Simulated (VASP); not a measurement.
BP (zincblende type): single point with PBEsol

Crystal: BP (zincblende type).

```
B P
1.0
     0.00000    2.09806    2.09806
     2.09806    0.00000    2.09806
     2.09806    2.09806    0.00000
B P
1 1
Direct
  0.00000 0.00000 0.00000
  0.25000 0.25000 0.25000
```

This cell differs from its parent crystal: volume scaled by 0.8.

```json
{"Program": "VASP 6.6.1", "Task": "single point", "Functional": "PBEsol", "Potentials or basis": "VASP PAW PBE potentials, release 64 (B, P)", "Cutoff": "520 eV", "k mesh": "15 × 15 × 15", "Occupations": "fermi-dirac, width 0.05 eV", "Spin": "no spin polarisation"}
```

| Item | Value |
| --- | --- |
| Pressure | 57.2 GPa |
| Band gap on the k mesh | 0.73 eV, indirect (least direct gap 3.85 eV) |

Levels at points of the mesh, in eV from the valence-band top:
| k point | band 2 | band 3 | band 4 | band 5 | band 6 | band 7 |
| --- | --- | --- | --- | --- | --- | --- |
| (0.00, 0.00, 0.00) | 0.00 | 0.00 | 0.00 | 3.85 | 3.85 | 3.85 |

Run time: 18 s on 1 thread of Intel Xeon 6975P-C, with other jobs on the host, peak memory 0.15 GiB.

Caveat: the PAW data sets were made with another functional, which shifts forces and pressure a little. A k mesh can miss the band edges.
